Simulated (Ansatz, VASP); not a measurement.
# Two plane-wave programs on BiTe

Contents of INCAR:

```
PREC = Accurate
ENCUT = 520
EDIFF = 1E-6
ISMEAR = 0
SIGMA = 0.15
LREAL = False
LASPH = True
NELM = 60
ALGO = Normal
ISIF = 2
LWAVE = False
LCHARG = False
GGA = PE
NBANDS = 18
```

Contents of KPOINTS:

```
Automatic mesh
0
Gamma
  14 14 14
```

The input POSCAR:

```
BiTe
1.0
    0.0000000000      3.2350000000      3.2350000000
    3.2350000000      0.0000000000      3.2350000000
    3.2350000000      3.2350000000      0.0000000000
Bi Te
1 1
Direct
   -0.0077279753     -0.0077279753      0.0077279753
    0.5000000000      0.5000000000      0.5000000000
```

Input for Ansatz:

```yaml
crystal:
  lattice:
    - [0.0, 3.235, 3.235]
    - [3.235, 0.0, 3.235]
    - [3.235, 3.235, 0.0]
  atoms:
    - { symbol: Bi, position: [-0.0077279753, -0.0077279753, 0.0077279753] }
    - { symbol: Te, position: [0.5, 0.5, 0.5] }
basis:
  ecutwfc: 420
kpoints:
  mp_grid: { grid: [14, 14, 14] }
hamiltonian:
  xc: pbe
scf:
  occupations: { method: gaussian, width: 0.15 }
output:
  forces: true
  stress: true
  eigenvalues: true
```

Change from the starting cell: all Bi atoms moved +0.050 Å, as atom 1 towards its neighbour atom 2 (Te) at 3.235 Å.

Alike in both runs: task single point; functional PBE; k mesh 14 × 14 × 14; occupations gaussian, width 0.15 eV; no spin polarisation.

|  | VASP | Ansatz |
| --- | --- | --- |
| version | VASP 6.6.1 | Ansatz 0.2.0 |
| potentials or method | VASP PAW PBE potentials, release 64 (Bi_d, Te), cutoff 520 eV | scalar-relativistic, plane waves, PAW |
| valence electrons in the cell | 21 | 31 |

Ansatz gave:

- gap on the k mesh at the Fermi level (eV): none
- pressure (GPa): 0.8
- rms of the force components (eV/Å): 0.071

Task: Estimate VASP's values.

Result: gap on the k mesh at the Fermi level (eV): none; pressure (GPa): 0.7; rms of the force components (eV/Å): 0.072.

Atom by atom the forces differ by 0.000 eV/Å (rms over components). A gap of «none» marks a metal or a gap that the smearing closes. VASP's potentials hold 21 valence electrons a cell and Ansatz's 31, so a difference there can come from the potentials and not from the codes.

Spin-orbit coupling is off throughout.
